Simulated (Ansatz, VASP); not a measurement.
**TaB3Mo2 in VASP and in Ansatz**

INCAR

```
PREC     = Accurate       # precision mode
ENCUT    = 600            # plane-wave cutoff, eV
EDIFF    = 1E-6           # SCF threshold, eV
ISMEAR   = 0              # smearing method
SIGMA    = 0.1            # smearing width, eV
LREAL    = F              # projectors in reciprocal space
LASPH    = T              # aspherical terms in the spheres
NELM     = 100            # most SCF steps
ALGO     = Normal         # electronic algorithm
ISIF     = 3              # what is computed and relaxed
LWAVE    = F              # write WAVECAR
LCHARG   = F              # write CHGCAR
GGA      = PE             # functional
IBRION   = 2              # ionic algorithm
NSW      = 100            # ionic steps
EDIFFG   = -0.01          # ionic threshold
```

Contents of KPOINTS:

```
regular mesh
0
Gamma
  12 12 12
```

File POSCAR:

```
TaB3Mo2
1.0
    5.2021720030      0.0000000000      0.0000000000
   -2.6010860015      4.5052131094      0.0000000000
    0.0000000000      0.0000000000      3.1416493734
Ta B Mo
1 3 2
Direct
    0.0000000000      0.0000000000      0.0000000000
    0.5000000000      0.5000000000      0.5000000000
    0.5000000000      0.0000000000      0.5000000000
    0.0000000000      0.5000000000      0.5000000000
    0.6666666667      0.3333333333      0.0000000000
    0.3333333333      0.6666666667      0.0000000000
```

Input for Ansatz:

```yaml
crystal:
  lattice:
    - [5.202172003, 0.0, 0.0]
    - [-2.6010860015, 4.5052131094, 0.0]
    - [0.0, 0.0, 3.1416493734]
  atoms:
    - { symbol: Ta, position: [0.0, 0.0, 0.0] }
    - { symbol: B, position: [0.5, 0.5, 0.5] }
    - { symbol: B, position: [0.5, 0.0, 0.5] }
    - { symbol: B, position: [0.0, 0.5, 0.5] }
    - { symbol: Mo, position: [0.6666666667, 0.3333333333, 0.0] }
    - { symbol: Mo, position: [0.3333333333, 0.6666666667, 0.0] }
basis:
  ecutwfc: 420
kpoints:
  mp_grid: { grid: [12, 12, 12] }
hamiltonian:
  xc: pbe
scf:
  occupations: { method: gaussian, width: 0.1 }
output:
  forces: true
  stress: true
  eigenvalues: true
  write_density: true
  write_potential: true
  elf: true
  volumetric_format: npy
relax:
  adjacent_minimum: "off"
  f_tol: 0.01
  max_steps: 80
  cell: { stress_tol: 0.05 }
```

Change from the starting cell: species swapped into the EuCu3Pd2 type (P6/mmm, No. 191).

Alike in both runs: task relaxation of cell and atoms; functional PBE; k mesh 12 × 12 × 12; occupations gaussian, width 0.1 eV; no spin polarisation.

|  | VASP | Ansatz |
| --- | --- | --- |
| version | VASP 6.6.1 | Ansatz 0.2.0 |
| potentials or method | VASP PAW PBE potentials, release 64 (Ta_pv, B, Mo_sv), cutoff 600 eV | scalar-relativistic, plane waves, PAW |
| valence electrons in the cell | 48 | 50 |

```tsv
	VASP	Ansatz	Ansatz less VASP
gap on the k mesh at the Fermi level, each at its own relaxed structure (eV)	none	none	-
relaxed volume (Å³/atom)	12.29	12.27	-0.011
relaxed length of the cell vector where the two differ most in proportion (Å)	5.190	5.188	-0.0019
```

A gap of «none» marks a metal or a gap that the smearing closes. VASP's potentials hold 48 valence electrons a cell and Ansatz's 50, so a difference there can come from the potentials and not from the codes.

Neither program's run includes spin-orbit coupling.
